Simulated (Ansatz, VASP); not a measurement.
## One calculation of NaH, two programs

The input INCAR:

```
ALGO = Normal
EDIFF = 1E-6
ENCUT = 520
GGA = CA
ISIF = 2
ISMEAR = 0
LASPH = T
LCHARG = F
LREAL = F
LWAVE = F
NBANDS = 11
NELM = 60
PREC = Accurate
SIGMA = 0.01
```

Contents of KPOINTS:

```
k-points
0
Gamma
  8 8 8
```

Contents of POSCAR:

```
NaH
1.0
    0.0000000000      2.3338090835      2.3338090835
    2.3338090835      0.0000000000      2.3338090835
    2.3338090835      2.3338090835      0.0000000000
Na H
1 1
Direct
    0.0000000000      0.0000000000      0.0000000000
    0.5000000000      0.5000000000      0.5000000000
```

Input for Ansatz:

```yaml
crystal:
  lattice:
    - [0.0, 2.33380908354, 2.33380908354]
    - [2.33380908354, 0.0, 2.33380908354]
    - [2.33380908354, 2.33380908354, 0.0]
  atoms:
    - { symbol: Na, position: [0.0, 0.0, 0.0] }
    - { symbol: H, position: [0.5, 0.5, 0.5] }
kpoints:
  mp_grid: { grid: [8, 8, 8] }
scf:
  occupations: { method: fixed }
  convergence: { dr2_threshold: 1.0e-10 }
hamiltonian:
  xc: lda
  pseudopotentials: { kind: all_electron, lapw: { basis_error: 0.0005 } }
output:
  forces: true
  stress: true
  eigenstates:
    kpoints:
      - [0.0, 0.0, 0.0]
      - [0.0, -0.5, 0.0]
      - [-0.5, 0.0, 0.0]
      - [0.0, 0.0, -0.5]
      - [-0.5, -0.5, -0.5]
      - [-0.25, -0.5, -0.75]
      - [-0.5, -0.25, -0.75]
      - [-0.25, -0.75, -0.5]
      - [-0.5, 0.0, -0.5]
      - [0.0, -0.5, -0.5]
      - [-0.5, -0.5, 0.0]
  eigenvalues: true
```

Alike in both runs: task single point; functional LDA; k mesh 8 × 8 × 8; no spin polarisation.

```csv
,VASP,Ansatz
version,VASP 6.6.1,Ansatz 0.2.0
potentials or method,"VASP PAW LDA potentials, release 64 (Na_pv, H), cutoff 520 eV","all-electron LAPW, scalar-relativistic"
occupations,"gaussian, width 0.01 eV",fixed
```

Ansatz gave:

- gap on the k mesh at the Fermi level (eV): 3.57
- pressure (GPa): 0.4

Problem. Which values does VASP return?

Solution. gap on the k mesh at the Fermi level (eV): 3.57; pressure (GPa): 0.3.

LDA's correlation is that of Perdew and Zunger in VASP and of Perdew and Wang (1992) in Ansatz. Ansatz ran all-electron here, and VASP with PAW potentials.
